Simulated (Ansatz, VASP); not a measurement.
## One calculation of NaTi2B6, two programs

```xyz
9
Lattice="2.5769 1.4878 3.4349 -2.5769 1.4878 3.4349 0.0000 -2.9755 3.4349" Properties=species:S:1:pos:R:3 pbc="T T T"
Na    0.0000    0.0000    5.1524
Ti    0.0000    0.0000    8.9298
Ti    0.0000    0.0000    1.3750
B    -1.3578    1.4878    3.4349
B    -0.6096   -1.9198    3.4349
B     1.9673    0.4320    3.4349
B     1.3578    1.4878    3.4349
B    -1.9673    0.4320    3.4349
B     0.6096   -1.9198    3.4349
```

Alike in both runs: task relaxation of cell and atoms; functional PBE; k mesh 6 × 6 × 6; occupations gaussian, width 0.1 eV; no spin polarisation.

|  | VASP | Ansatz |
| --- | --- | --- |
| version | VASP 6.6.1 | Ansatz 0.2.0 |
| potentials or method | VASP PAW PBE potentials, release 64 (Na_pv, Ti_sv, B), cutoff 600 eV | scalar-relativistic, plane waves, PAW |
| valence electrons in the cell | 49 | 51 |

VASP gave:

| Item | Value |
| --- | --- |
| gap on the k mesh at the Fermi level, each at its own relaxed structure (eV) | none |
| relaxed volume (Å³/atom) | 9.15 |
| relaxed cell length with the largest relative difference (Å) | 4.554 |

Q: What did Ansatz give for the same quantities?

A: gap on the k mesh at the Fermi level, each at its own relaxed structure (eV): none; relaxed volume (Å³/atom): 9.14; relaxed cell length with the largest relative difference (Å): 4.553.

A gap of «none» marks a metal or a gap that the smearing closes. VASP's potentials hold 49 valence electrons a cell and Ansatz's 51, so a difference there can come from the potentials and not from the codes.
